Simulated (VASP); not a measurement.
# C (R-3m) in VASP: notebook

Runs on C. Level: LDA. Tasks: single point.

Everything below comes from runs of VASP 6.6.1. Logs are shortened: lines on timing, memory, paths and dates and some standing lists are left out, and cuts for length are marked.

## Step 1: The cell of the first run

Symmetry: R-3m, No. 166, trigonal system. Conventional cell: a = 2.456 Å, b = 2.456 Å, c = 9.288 Å, α = 90.00°, β = 90.00°, γ = 120.00°. C (site symmetry 3m) has 3 C at 1.42 Å within 1.9 Å.

## Step 2: Single point, LDA (strain -0.0750 x Voigt [0, 0, 1, 0, 0, 0])

Contents of INCAR:

```
SYSTEM = C
PREC     = Accurate       ! precision mode
ENCUT    = 600            ! plane-wave cutoff, eV
EDIFF    = 1E-6           ! SCF threshold, eV
ISMEAR   = 0              ! smearing method
SIGMA    = 0.05           ! smearing width, eV
LREAL    = .FALSE.        ! projectors in reciprocal space
LASPH    = .TRUE.         ! aspherical terms in the spheres
NELM     = 120            ! most SCF steps
ALGO     = Normal         ! electronic algorithm
ISIF     = 2              ! what is computed and relaxed
LWAVE    = .FALSE.        ! write WAVECAR
LCHARG   = .FALSE.        ! write CHGCAR
NBANDS   = 11             ! bands
GGA_COMPAT= .FALSE.
```

Contents of KPOINTS:

```
regular mesh
0
G
  12 12 12
  0 0 0
```

Contents of POSCAR:

```
C
1.0
    1.2280263465      0.7090013417      3.0959850264
   -1.2280263465      0.7090013417      3.0959850264
    0.0000000000     -1.4180026834      3.0959850264
C
2
Direct
    0.1640000000      0.1640000000      0.1640000000
    0.8360000000      0.8360000000      0.8360000000
```

Potentials or basis: VASP PAW LDA potentials, release 64 (C).

Launch:

```sh
$ cat potpaw_LDA.64/C/POTCAR > POTCAR
$ mpirun -np 1 vasp_std > vasp.out
```

OUTCAR:

```text
SYSTEM = C
   PREC = Accurate
   ENCUT = 600
   EDIFF = 1E-6
   ISMEAR = 0
   LREAL = .FALSE.
   LASPH = .TRUE.
   NELM = 120
   ISIF = 2

 ion  position               nearest neighbor table
   1  0.164  0.164  0.164-   2 1.42   2 1.42   2 1.42
   2  0.836  0.836  0.836-   1 1.42   1 1.42   1 1.42

  LATTYP: Found a trigonal (rhomboedric) cell.
 ALAT       =     3.4052686963
 COS(alpha) =     0.7398986584

  Lattice vectors:

 A1 = (   1.2280263465,   0.7090013417,   3.0959850264)
 A2 = (  -1.2280263465,   0.7090013417,   3.0959850264)
 A3 = (   0.0000000000,  -1.4180026834,   3.0959850264)

Analysis of symmetry for initial positions (statically):
=====================================================================
 Subroutine PRICEL returns:
 Original cell was already a primitive cell.

 Routine SETGRP: Setting up the symmetry group for a
 trigonal (rhombohedral) supercell.

 Subroutine GETGRP returns: Found 12 space group operations
 (whereof 12 operations were pure point group operations)
 out of a pool of 12 trial point group operations.

The static configuration has the point symmetry D_3d.

Analysis of symmetry for dynamics (positions and initial velocities):
=====================================================================
 Subroutine PRICEL returns:
 Original cell was already a primitive cell.

 Routine SETGRP: Setting up the symmetry group for a
 trigonal (rhombohedral) supercell.

 Subroutine GETGRP returns: Found 12 space group operations
 (whereof 12 operations were pure point group operations)
 out of a pool of 12 trial point group operations.

The dynamic configuration has the point symmetry D_3d.

 Subroutine INISYM returns: Found 12 space group operations
 (whereof 12 operations are pure point group operations),
 and found     1 'primitive' translations

----------------------------------------------------------------------------------------

                                     Primitive cell

  volume of cell :      16.1735

  direct lattice vectors                    reciprocal lattice vectors
     1.228026347  0.709001342  3.095985026     0.407157388  0.235072428  0.107666326
    -1.228026347  0.709001342  3.095985026    -0.407157388  0.235072428  0.107666326
     0.000000000 -1.418002683  3.095985026     0.000000000 -0.470144855  0.107666326

  length of vectors
     3.405268696  3.405268696  3.405268696     0.482315481  0.482315481  0.482315481

  position of ions in fractional coordinates (direct lattice)
     0.164000000  0.164000000  0.164000000
     0.836000000  0.836000000  0.836000000

  ion indices of the primitive-cell ions
   primitive index   ion index
                 1           1
                 2           2

----------------------------------------------------------------------------------------

 KPOINTS: regular mesh

Automatic generation of k-mesh.
 Grid dimensions read from file:
 generate k-points for:   12   12   12

 Generating k-lattice:

  Cartesian coordinates                     Fractional coordinates (reciprocal lattice)
     0.033929782  0.019589369  0.008972194     0.083333333 -0.000000000  0.000000000
    -0.033929782  0.019589369  0.008972194    -0.000000000  0.083333333  0.000000000
     0.000000000 -0.039178738  0.008972194     0.000000000  0.000000000  0.083333333

  Length of vectors
     0.040192957  0.040192957  0.040192957

  Shift w.r.t. Gamma in fractional coordinates (k-lattice)
     0.000000000  0.000000000  0.000000000

 Subroutine IBZKPT returns following result:
 ===========================================

 Found    189 irreducible k-points:

 Following reciprocal coordinates:
            Coordinates               Weight
  0.000000  0.000000  0.000000      1.000000
  0.083333  0.000000  0.000000      6.000000
  0.166667  0.000000 -0.000000      6.000000
  0.250000  0.000000  0.000000      6.000000
  0.333333 -0.000000  0.000000      6.000000
  0.416667  0.000000  0.000000      6.000000
[... 16 lines left out ...]
  0.500000  0.166667  0.000000     12.000000
 -0.416667  0.166667 -0.000000     12.000000
 [... further k-points ...]
   k-points           NKPTS =    189   k-points in BZ     NKDIM =    189   number of bands    NBANDS=     11
   number of dos      NEDOS =    301   number of ions     NIONS =      2
   total plane-waves  NPLWV =  21952
   dimension x,y,z NGX =    28 NGY =   28 NGZ =   28
   dimension x,y,z NGXF=    56 NGYF=   56 NGZF=   56
   ions per type =               2
   NGX,Y,Z   is equivalent  to a cutoff of  13.67, 13.67, 13.67 a.u.
   NGXF,Y,Z  is equivalent  to a cutoff of  27.34, 27.34, 27.34 a.u.
 SYSTEM =  C
   PREC   = accura    normal or accurate (medium, high low for compatibility)
   ISTART =      0    job   : 0-new  1-cont  2-samecut
   ICHARG =      2    charge: 1-file 2-atom 10-const
   ISPIN  =      1    spin polarized calculation?
   LNONCOLLINEAR =      F non collinear calculations
   LSORBIT =      F    spin-orbit coupling
[... 55 lines left out ...]
 fundamental gap:      1.1074830188
 Fermi energy:         5.1097672992

 k-point     1 :       0.0000    0.0000    0.0000
  band No.  band energies     occupation
      1     -14.2577      2.00000
      2      -0.6668      2.00000
      3       2.4438      2.00000
      4       2.4438      2.00000
      5      10.0005      0.00000
      6      13.8007      0.00000
      7      13.8007      0.00000
      8      16.7288      0.00000
      9      18.6616      0.00000
     10      28.0455      0.00000
     11      32.6985      0.00000

 k-point     2 :       0.0833    0.0000    0.0000
  band No.  band energies     occupation
      1     -14.0868      2.00000
      2      -0.5114      2.00000
      3       1.8062      2.00000
      4       2.1059      2.00000
      5      10.2352      0.00000
      6      13.8874      0.00000
      7      14.4938      0.00000
      8      16.1660      0.00000
      9      18.9260      0.00000
     10      28.5675      0.00000
     11      30.3313      0.00000

 k-point     3 :       0.1667    0.0000   -0.0000
  band No.  band energies     occupation
      1     -13.5764      2.00000
      2      -0.0721      2.00000
      3       0.2137      2.00000
      4       1.3149      2.00000
      5      10.9128      0.00000
      6      13.8866      0.00000
      7      14.7542      0.00000
      8      16.3280      0.00000
      9      19.7369      0.00000
     10      27.3532      0.00000
     11      28.9708      0.00000

 k-point     4 :       0.2500    0.0000    0.0000
  band No.  band energies     occupation
      1     -12.7337      2.00000
      2      -1.9187      2.00000
      3       0.4368      2.00000
      4       0.7339      2.00000
      5      11.5909      0.00000
      6      13.0983      0.00000
      7      13.8872      0.00000
      8      18.8551      0.00000
      9      20.7631      0.00000
     10      25.2621      0.00000
     11      27.2856      0.00000

 k-point     5 :       0.3333   -0.0000    0.0000
  band No.  band energies     occupation
      1     -11.5725      2.00000
      2      -4.1395      2.00000
      3      -0.2953      2.00000
      4       1.7749      2.00000
      5      10.1130      0.00000
      6      13.5493      0.00000
      7      14.1461      0.00000
      8      20.9218      0.00000
      9      21.6260      0.00000
     10      24.5978      0.00000
     11      26.1047      0.00000
[... 211 lines left out ...]
 k-point    21 :       0.3333    0.1667    0.0000
  band No.  band energies     occupation
      1     -12.1569      2.00000
      2      -2.2083      2.00000
      3      -0.9690      2.00000
      4       0.6708      2.00000
      5      11.4349      0.00000
      6      13.8988      0.00000
      7      15.5874      0.00000
      8      17.2988      0.00000
      9      21.8067      0.00000
     10      23.7255      0.00000
     11      29.3127      0.00000

 k-point    22 :       0.4167    0.1667    0.0000
  band No.  band energies     occupation
      1     -10.9990      2.00000
      2      -4.0116      2.00000
      3      -1.9747      2.00000
      4       1.6815      2.00000
      5       9.7790      0.00000
      6      15.2693      0.00000
      7      16.1629      0.00000
      8      18.2782      0.00000
      9      20.7099      0.00000
     10      24.7733      0.00000
     11      28.0075      0.00000

 k-point    23 :       0.5000    0.1667    0.0000
  band No.  band energies     occupation
      1      -9.5704      2.00000
      2      -5.9896      2.00000
      3      -2.5289      2.00000
      4       2.9460      2.00000
      5       8.1303      0.00000
      6      15.8544      0.00000
      7      16.5887      0.00000
      8      18.7915      0.00000
      9      20.8060      0.00000
     10      24.6035      0.00000
     11      28.6120      0.00000

 k-point    24 :      -0.4167    0.1667   -0.0000
  band No.  band energies     occupation
      1      -8.3319      2.00000
      2      -7.4352      2.00000
      3      -2.7146      2.00000
      4       4.0836      2.00000
      5       6.9430      0.00000
      6      15.8377      0.00000
      7      16.8351      0.00000
      8      17.9221      0.00000
      9      21.5120      0.00000
     10      25.2026      0.00000
     11      28.8662      0.00000

 [... further k-points ...]
[... 5 lines left out ...]
  --------------------------------------------------------------------------------------
  -------------------------------------------------------------------------------------
  Total       -0.5784874     -0.5784874      0.2336389      0.0000000      0.0000000     -0.0000000
  in kB      -57.3059368    -57.3059368     23.1446678      0.0000000      0.0000000     -0.0000000
  external PRESSURE =     -30.4890686 kB  Pullay stress =       0.0000000 kB

 VOLUME and BASIS-vectors are now :
 -----------------------------------------------------------------------------
  energy-cutoff  :      600.00
  volume of cell :       16.17
      direct lattice vectors                 reciprocal lattice vectors
     1.228026347  0.709001342  3.095985026     0.407157388  0.235072428  0.107666326
    -1.228026347  0.709001342  3.095985026    -0.407157388  0.235072428  0.107666326
     0.000000000 -1.418002683  3.095985026     0.000000000 -0.470144855  0.107666326

 POSITION                                       TOTAL-FORCE (eV/Angst)
 -----------------------------------------------------------------------------------
      0.00000      0.00000      1.52322         0.000000     -0.000000      0.780088
      0.00000      0.00000      7.76473         0.000000      0.000000     -0.780088
 -----------------------------------------------------------------------------------
    total drift:                                0.000000     -0.000000      0.000000

  FREE ENERGIE OF THE ION-ELECTRON SYSTEM (eV)
  ---------------------------------------------------
  free  energy   TOTEN  =       -20.2001117366 eV

  energy  without entropy=      -20.2001117366  energy(sigma->0) =      -20.20011174
```

Wall time 56 s (1 thread of AMD EPYC 7R43 (Zen 3), shared host); peak memory 0.1 GiB.

What came out:

* Free energy: -20.2001 eV
* Pressure: -3.0 GPa
* Largest force: 0.780 eV/Å
* Band gap on the k mesh: 1.11 eV, indirect (least direct gap 1.15 eV)

Forces on the atoms (eV/Å):
```
C    0.000  0.000  0.780
C    0.000  0.000 -0.780
```

Stress tensor (GPa, compression positive):
```
-5.73  0.00  0.00
 0.00 -5.73  0.00
 0.00  0.00  2.31
```

Caveat: the cell differs from its parent crystal (strain -0.0750 x Voigt [0, 0, 1, 0, 0, 0]). A k mesh can miss the band edges.

## Step 3: Single point, LDA (strain -0.0375 x Voigt [0, 0, 1, 0, 0, 0])

Contents of INCAR:

```
SYSTEM = C
ALGO     = Normal         ! electronic algorithm
EDIFF    = 1E-6           ! SCF threshold, eV
ENCUT    = 600            ! plane-wave cutoff, eV
GGA_COMPAT= .FALSE.      
ISIF     = 2              ! what is computed and relaxed
ISMEAR   = 0              ! smearing method
LASPH    = .TRUE.         ! aspherical terms in the spheres
LCHARG   = .FALSE.        ! write CHGCAR
LREAL    = .FALSE.        ! projectors in reciprocal space
LWAVE    = .FALSE.        ! write WAVECAR
NBANDS   = 11             ! bands
NELM     = 120            ! most SCF steps
PREC     = Accurate       ! precision mode
SIGMA    = 0.05           ! smearing width, eV
```

Contents of KPOINTS:

```
k-points
0
G
  12 12 12
  0 0 0
```

Contents of POSCAR:

```
C
1.0
    1.2280263465      0.7090013417      3.2214979329
   -1.2280263465      0.7090013417      3.2214979329
    0.0000000000     -1.4180026834      3.2214979329
C
2
Direct
    0.1640000000      0.1640000000      0.1640000000
    0.8360000000      0.8360000000      0.8360000000
```

Potentials or basis: VASP PAW LDA potentials, release 64 (C).

Launch:

```sh
$ cat potpaw_LDA.64/C/POTCAR > POTCAR
$ mpirun -np 1 vasp_std > vasp.out
```

Wall time 57 s (1 thread of AMD EPYC 7R43 (Zen 3), shared host); peak memory 0.12 GiB.

Results (log left out):

| Item | Value |
| --- | --- |
| Free energy | -20.2063 eV |
| Pressure | -3.6 GPa |
| Largest force | 0.840 eV/Å |
| Band gap on the k mesh | 0.95 eV, direct |

Forces in eV/Å, atoms in the order of the input:
```
C    0.000  0.000  0.840
C    0.000  0.000 -0.840
```

Stress tensor (GPa, compression positive):
```
-5.35  0.00  0.00
 0.00 -5.35  0.00
 0.00  0.00  0.02
```

Levels at points of the mesh, in eV from the valence-band top:
| k point | band 2 | band 3 | band 4 | band 5 | band 6 | band 7 |
| --- | --- | --- | --- | --- | --- | --- |
| (0.00, 0.00, 0.00) | -5.85 | -2.46 | -2.46 | 4.65 | 8.89 | 8.89 |
| (0.50, 0.00, 0.00) | -12.75 | -5.85 | -1.35 | 2.35 | 8.37 | 12.69 |
| (0.50, 0.50, 0.00) | -12.63 | -5.93 | -2.40 | 1.74 | 7.81 | 13.42 |
| (0.50, 0.50, 0.50) | -8.36 | -2.49 | -2.49 | 8.83 | 8.83 | 11.65 |

Caveat: the cell differs from its parent crystal (strain -0.0375 x Voigt [0, 0, 1, 0, 0, 0]). A k mesh can miss the band edges.

## Step 4: Single point, LDA (strain +0.0375 x Voigt [0, 0, 1, 0, 0, 0])

Contents of INCAR:

```
SYSTEM = C
ALGO = Normal ; EDIFF = 1E-6
ENCUT = 600 ; GGA_COMPAT = .False.
ISIF = 2 ; ISMEAR = 0
LASPH = .True. ; LCHARG = .False.
LREAL = .False. ; LWAVE = .False.
NBANDS = 11 ; NELM = 120
PREC = Accurate ; SIGMA = 0.05
```

Contents of KPOINTS:

```
k-points
0
Gamma
  12 12 12
  0 0 0
```

Contents of POSCAR:

```
C
1.0
    1.2280263465      0.7090013417      3.4725237459
   -1.2280263465      0.7090013417      3.4725237459
    0.0000000000     -1.4180026834      3.4725237459
C
2
Direct
    0.1640000000      0.1640000000      0.1640000000
    0.8360000000      0.8360000000      0.8360000000
```

Launch:

```sh
$ cat potpaw_LDA.64/C/POTCAR > POTCAR
$ mpirun -np 1 vasp_std > vasp.out
```

It took 67 s on 1 thread of AMD EPYC 7R43 (Zen 3), shared host; peak memory 0.12 GiB.

It converged, with:

```
Free energy            : -20.1995 eV
Pressure               : -3.9 GPa
Largest force          : 0.940 eV/Å
Band gap on the k mesh : 0.63 eV, direct
```

Forces in eV/Å, atoms in the order of the input:
```
C    0.000  0.000  0.940
C    0.000  0.000 -0.940
```

Stress tensor (GPa, compression positive):
```
-4.79  0.00  0.00
 0.00 -4.79  0.00
 0.00  0.00 -2.07
```

Levels at points of the mesh, in eV from the valence-band top:
| k point | band 2 | band 3 | band 4 | band 5 | band 6 | band 7 |
| --- | --- | --- | --- | --- | --- | --- |
| (0.00, 0.00, 0.00) | -6.46 | -2.65 | -2.65 | 3.82 | 8.70 | 8.70 |
| (0.50, 0.00, 0.00) | -12.90 | -6.05 | -1.70 | 2.12 | 8.08 | 12.00 |
| (0.50, 0.50, 0.00) | -12.83 | -6.09 | -2.39 | 1.67 | 7.75 | 12.63 |
| (0.50, 0.50, 0.50) | -8.20 | -2.67 | -2.67 | 8.67 | 8.67 | 9.62 |

Caveat: the cell differs from its parent crystal (strain +0.0375 x Voigt [0, 0, 1, 0, 0, 0]). A k mesh can miss the band edges.

## Step 5: Single point, LDA (strain +0.0750 x Voigt [0, 0, 1, 0, 0, 0])

Contents of INCAR:

```
SYSTEM = C
PREC     = Accurate       ! precision mode
ENCUT    = 600            ! plane-wave cutoff, eV
EDIFF    = 1E-6           ! SCF threshold, eV
ISMEAR   = 0              ! smearing method
SIGMA    = 0.05           ! smearing width, eV
LREAL    = .False.        ! projectors in reciprocal space
LASPH    = .True.         ! aspherical terms in the spheres
NELM     = 120            ! most SCF steps
ALGO     = Normal         ! electronic algorithm
ISIF     = 2              ! what is computed and relaxed
LWAVE    = .False.        ! write WAVECAR
LCHARG   = .False.        ! write CHGCAR
NBANDS   = 11             ! bands
GGA_COMPAT= .False.
```

Contents of KPOINTS:

```
regular mesh
0
Gamma
  12 12 12
  0 0 0
```

Contents of POSCAR:

```
C
1.0
    1.2280263465      0.7090013417      3.5980366524
   -1.2280263465      0.7090013417      3.5980366524
    0.0000000000     -1.4180026834      3.5980366524
C
2
Direct
    0.1640000000      0.1640000000      0.1640000000
    0.8360000000      0.8360000000      0.8360000000
```

Launch:

```sh
$ cat potpaw_LDA.64/C/POTCAR > POTCAR
$ mpirun -np 1 vasp_std > vasp.out
```

It took 67 s on 1 thread of AMD EPYC 7R43 (Zen 3), shared host; peak memory 0.13 GiB.

The run converged. Its results:

```
Free energy            : -20.1917 eV
Pressure               : -3.9 GPa
Largest force          : 0.985 eV/Å
Band gap on the k mesh : 0.51 eV, direct
```

Forces on the atoms (eV/Å):
```
C    0.000  0.000  0.985
C    0.000  0.000 -0.985
```

Stress tensor (GPa, compression positive):
```
-4.60  0.00  0.00
 0.00 -4.60  0.00
 0.00  0.00 -2.41
```

Levels at points of the mesh, in eV from the valence-band top:
```csv
k point,band 2,band 3,band 4,band 5,band 6,band 7
"(0.00, 0.00, 0.00)",-6.69,-2.72,-2.72,3.52,8.63,8.63
"(0.50, 0.00, 0.00)",-12.96,-6.12,-1.83,2.03,7.97,11.70
"(0.50, 0.50, 0.00)",-12.90,-6.15,-2.39,1.65,7.72,12.33
"(0.50, 0.50, 0.50)",-8.13,-2.73,-2.73,8.61,8.61,8.80
```

Caveat: the cell differs from its parent crystal (strain +0.0750 x Voigt [0, 0, 1, 0, 0, 0]). A k mesh can miss the band edges.

## Step 6: Summary

| cell | gap on the mesh (eV) | pressure (GPa) | largest force (eV/Å) |
| --- | --- | --- | --- |
| a = 3.405 Å, angles 42.3°, 2 atoms | 1.11 | -3.0 | 0.78 |
| a = 3.520 Å, angles 40.8°, 2 atoms | 0.95 | -3.6 | 0.84 |
| a = 3.751 Å, angles 38.2°, 2 atoms | 0.63 | -3.9 | 0.94 |
| a = 3.867 Å, angles 37.0°, 2 atoms | 0.51 | -3.9 | 0.99 |

Alike in all rows: task single point; level LDA; potentials or basis VASP PAW LDA potentials, release 64 (C); no spin polarisation; k mesh 12 × 12 × 12; cutoff (eV) 600; smearing gaussian 0.05 eV.

Absolute energies hang on the potentials; compare differences alone.
